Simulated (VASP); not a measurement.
The system is IrS.

```xyz
2
Lattice="0.0000 2.6365 2.6365 2.6365 0.0000 2.6365 2.6365 2.6365 0.0000" Properties=species:S:1:pos:R:3 pbc="T T T"
Ir    0.0000    0.0000    0.0000
S     1.3182    1.3182    1.3182
```

Base run:

| Quantity | Value |
| --- | --- |
| Program | VASP 6.6.1 |
| Functional | PBE |
| Potentials or basis | VASP PAW PBE potentials, release 64 (Ir, S) |
| Cutoff | 520 eV |
| k mesh | 10 × 10 × 10 |
| Occupations | gaussian, width 0.05 eV |
| Spin | no spin polarisation |

Its results: band gap on the k mesh zero (an odd number of electrons rules out a gap without spin polarisation); pressure 0.5 GPa.

Q: The run is repeated on the same cell with these changes: functional from PBE to PBEsol; further incar settings from ALGO = Normal; EDIFF = 1e-06; NBANDS = 14 to ALGO = Normal; EDIFF = 1e-07; NBANDS = 14. What comes out?

A: Band gap on the k mesh zero (an odd number of electrons rules out a gap without spin polarisation); pressure -4.8 GPa.

Caveats: spin-orbit coupling is left out, which moves the levels of the heavy elements; the cell stands under tension (at least some runs); the PAW data sets were made with another functional, which shifts forces and pressure a little (at least some runs).
